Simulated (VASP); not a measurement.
Crystal: AlN.

```
Al N
1.0
     0.00000    2.03452    2.03452
     2.03452    0.00000    2.03452
     2.03452    2.03452    0.00000
Al N
1 1
Direct
  0.00000 0.00000 0.00000
  0.50000 0.50000 0.50000
```

- Program: VASP 6.6.1
- Task: relaxation of cell and atoms
- Functional: PBEsol
- Potentials or basis: VASP PAW PBE potentials, release 64 (Al, N)
- Cutoff: 600 eV
- k mesh: 10 × 10 × 10
- Occupations: gaussian, width 0.02 eV
- Spin: no spin polarisation

At the start: pressure -4.7 GPa; volume 8.42 Å³/atom.

**Question.** How do energy, volume and symmetry change on relaxing?

**Answer.** Over 3 steps the energy falls by 2.3 meV/atom and the volume is 8.27 Å³/atom (-1.8 %); space group Fm-3m (No. 225, to 0.05 Å).

The path:
| step | energy change (eV) | largest force (eV/Å) | pressure (GPa) | volume (Å³) |
| --- | --- | --- | --- | --- |
| 1 | 0.0000 | 0.0000 | -4.74 | 16.84 |
| 2 | -0.0004 | 0.0000 | 4.84 | 16.24 |
| 3 | -0.0047 | 0.0000 | -0.02 | 16.53 |

Final structure:
```
CELL_PARAMETERS angstrom
0.00000 2.02196 2.02196
2.02196 0.00000 2.02196
2.02196 2.02196 0.00000
ATOMIC_POSITIONS crystal
Al 0.00000 0.00000 0.00000
N 0.50000 0.50000 0.50000
```

Caveat: the PAW data sets were made with another functional, which shifts forces and pressure a little.
